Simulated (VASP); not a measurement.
Here is a VASP 6.6.1 calculation.

The input INCAR:

```
ALGO = Fast ; EDIFF = 1E-7
ENCUT = 520 ; GGA = PE
ISIF = 2 ; ISMEAR = -1
LASPH = T ; LCHARG = F
LREAL = F ; LWAVE = F
NBANDS = 11 ; NELM = 100
PREC = Accurate ; SIGMA = 0.05
```

The input KPOINTS:

```
k-points
0
Gamma
  8 8 8
```

The input POSCAR:

```
Ba
1.0
   -2.4896773455      2.4896773455      2.4896773455
    2.4896773455     -2.4896773455      2.4896773455
    2.4896773455      2.4896773455     -2.4896773455
Ba
1
Direct
    0.0000000000      0.0000000000      0.0000000000
```

Potentials or basis: VASP PAW PBE potentials, release 64 (Ba_sv).

The run is started by

```bash
$ cat potpaw_PBE.64/Ba_sv/POTCAR > POTCAR
$ mpirun -np 1 vasp_std > vasp.out
```

Task: Estimate the pressure.

Result: 0.2 GPa.

Task: What does it give for the band gap on the k mesh?

Result: Zero (band 5 reaches 2.25 eV, above the bottom of band 6 at 1.14 eV).

Caveat: spin-orbit coupling is left out, which moves the levels of the heavy elements.
